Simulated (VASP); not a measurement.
## PdBr3: single point with PBE

Crystal: PdBr3.

```
CELL_PARAMETERS angstrom
4.65496 0.00000 0.00000
0.00000 4.65496 0.00000
0.00000 0.00000 4.65496
ATOMIC_POSITIONS crystal
Pd 0.00000 0.00000 0.00000
Br 0.00000 0.50000 0.50000
Br 0.50000 0.00000 0.50000
Br 0.50000 0.50000 0.00000
```

* Program: VASP 6.6.1
* Task: single point
* Functional: PBE
* Potentials or basis: VASP PAW PBE potentials, release 64 (Pd, Br)
* Cutoff: 520 eV
* k mesh: 4 × 4 × 4
* Occupations: gaussian, width 0.1 eV
* Spin: no spin polarisation

```
Pressure               : -1.4 GPa
Band gap on the k mesh : zero (an odd number of electrons rules out a gap without spin polarisation)
```

Levels at points of the mesh, in eV from the Fermi level:
| k point | band 11 | band 12 | band 13 | band 14 | band 15 | band 16 | band 17 | band 18 | band 19 | band 20 |
| --- | --- | --- | --- | --- | --- | --- | --- | --- | --- | --- |
| (0.00, 0.00, 0.00) | -1.06 | -1.01 | -1.01 | -1.01 | 0.03 | 0.03 | 0.03 | 1.25 | 6.93 | 7.83 |
| (0.50, 0.00, 0.00) | -0.99 | -0.92 | -0.92 | -0.88 | -0.02 | 0.21 | 0.21 | 4.17 | 4.94 | 7.69 |
| (0.50, 0.50, 0.00) | -1.11 | -0.84 | -0.78 | -0.07 | -0.07 | 0.17 | 0.43 | 3.87 | 5.94 | 7.58 |
| (0.50, 0.50, 0.50) | -0.84 | -0.84 | 0.09 | 0.09 | 0.09 | 0.21 | 0.21 | 1.28 | 9.13 | 9.13 |

Run time: 16 s on 1 thread of Intel(R) Xeon(R) Platinum 8559C (Emerald Rapids), with other jobs on the host, peak memory 0.21 GiB.

Caveat: an odd number of electrons without spin polarisation forces a metal; a magnetic or distorted state may lie lower.
